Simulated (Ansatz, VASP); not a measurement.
## One calculation of CdIr, two programs

File INCAR:

```
SYSTEM = CdIr
  ALGO = Fast
  EDIFF = 1E-6
  EDIFFG = -0.04
  ENCUT = 600
  GGA = PE
  IBRION = 2
  ISIF = 3
  ISMEAR = 0
  LASPH = .TRUE.
  LCHARG = .FALSE.
  LREAL = .FALSE.
  LWAVE = .FALSE.
  NELM = 60
  NSW = 90
  PREC = Accurate
  SIGMA = 0.1
```

File KPOINTS:

```
k-points
0
G
  6 6 4
  0 0 0
```

The input POSCAR:

```
CdIr
1.0
    5.3452985478      0.0000000000      0.0000000000
   -2.6726492739      4.6291643332      0.0000000000
    0.0000000000      0.0000000000      4.3126840556
Cd Ir
3 3
Direct
    0.5000000000      0.0000000000      0.0000000000
    0.5000000000      0.5000000000      0.0000000000
    0.0000000000      0.5000000000      0.0000000000
    0.0000000000      0.0000000000      0.0000000000
    0.3333333333      0.6666666667      0.5000000000
    0.6666666667      0.3333333333      0.5000000000
```

Input for Ansatz:

```yaml
crystal:
  lattice:
    - [5.3452985478, 0.0, 0.0]
    - [-2.6726492739, 4.6291643332, 0.0]
    - [0.0, 0.0, 4.3126840556]
  atoms:
    - { symbol: Cd, position: [0.5, 0.0, 0.0] }
    - { symbol: Cd, position: [0.5, 0.5, 0.0] }
    - { symbol: Cd, position: [0.0, 0.5, 0.0] }
    - { symbol: Ir, position: [0.0, 0.0, 0.0] }
    - { symbol: Ir, position: [0.3333333333, 0.6666666667, 0.5] }
    - { symbol: Ir, position: [0.6666666667, 0.3333333333, 0.5] }
basis:
  ecutwfc: 420
kpoints:
  mp_grid: { grid: [6, 6, 4] }
hamiltonian:
  xc: pbe
scf:
  occupations: { method: gaussian, width: 0.1 }
  lower_state_search: "off"
output:
  forces: true
  stress: true
  eigenvalues: true
relax:
  adjacent_minimum: "off"
  f_tol: 0.04
  max_steps: 70
  cell: { stress_tol: 0.4 }
```

Alike in both runs: task relaxation of cell and atoms; functional PBE; k mesh 6 × 6 × 4; occupations gaussian, width 0.1 eV; no spin polarisation.

|  | VASP | Ansatz |
| --- | --- | --- |
| version | VASP 6.6.1 | Ansatz 0.2.0 |
| potentials or method | VASP PAW PBE potentials, release 64 (Cd, Ir), cutoff 600 eV | scalar-relativistic, plane waves, PAW |
| valence electrons in the cell | 63 | 111 |

|  | VASP | Ansatz | Ansatz less VASP |
| --- | --- | --- | --- |
| gap on the k mesh at the Fermi level, each at its own relaxed structure (eV) | none | none | - |
| relaxed volume (Å³/atom) | 20.41 | 20.18 | -0.221 |
| relaxed cell length with the largest relative difference (Å) | 5.583 | 5.560 | -0.0223 |

A gap of «none» marks a metal or a gap that the smearing closes. VASP's potentials hold 63 valence electrons a cell and Ansatz's 111, so a difference there can come from the potentials and not from the codes.

The k mesh is coarse, so the values compare programs but aren't converged. Spin-orbit coupling is off throughout.
